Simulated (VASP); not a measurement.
Write the native input for VASP 6.6.1 that does the following.

```
Task                   : single point
Functional             : PBE
Potentials or basis    : VASP PAW PBE potentials, release 64 (Si, O)
Cutoff                 : 520 eV
k mesh                 : 6 × 6 × 6
Occupations            : gaussian, width 0.05 eV
Spin                   : no spin polarisation
Dipole correction      : no
Further INCAR settings : ALGO = Normal; EDIFF = 1e-07; NBANDS = 25
```

The structure of SiO2 lies in POSCAR:

```
SiO2
1.0
   -2.5762035013      2.5762035013      3.7816254373
    2.5762035013     -2.5762035013      3.7816254373
    2.5762035013      2.5762035013     -3.7816254373
Si O
2 4
Direct
    0.0000000000      0.0000000000      0.0000000000
    0.7500000000      0.2500000000      0.5000000000
    0.9670112602      0.6250000000      0.8420112602
    0.3750000000      0.2170112602      0.3420112602
    0.7829887398      0.1250000000      0.1579887398
    0.8750000000      0.0329887398      0.6579887398
```

This cell differs from its parent crystal: strain +0.025 along x and y, +0.025 along z.

One way to write it, as run:

INCAR

```
  PREC = Accurate
  ENCUT = 520
  EDIFF = 1E-7
  ISMEAR = 0
  SIGMA = 0.05
  LREAL = F
  LASPH = T
  NELM = 80
  ALGO = Normal
  ISIF = 2
  LWAVE = F
  LCHARG = F
  GGA = PE
  NBANDS = 25
```

KPOINTS

```
Automatic mesh
0
Gamma
  6 6 6
```

Potentials or basis: VASP PAW PBE potentials, release 64 (Si, O).

Run with:

```bash
$ cat potpaw_PBE.64/Si/POTCAR potpaw_PBE.64/O/POTCAR > POTCAR
$ mpirun -np 1 vasp_std > vasp.out
```

Results of the run:

* Pressure: -9.7 GPa
* Largest force: 0.651 eV/Å
* Band gap on the k mesh: 5.22 eV

Caveat: the cell differs from its parent crystal (strain +0.025 along x and y, +0.025 along z); the cell stands under tension.

Run time: 2.3 min on 1 thread of Intel Xeon 8259CL, on a shared host, peak memory 0.25 GiB.
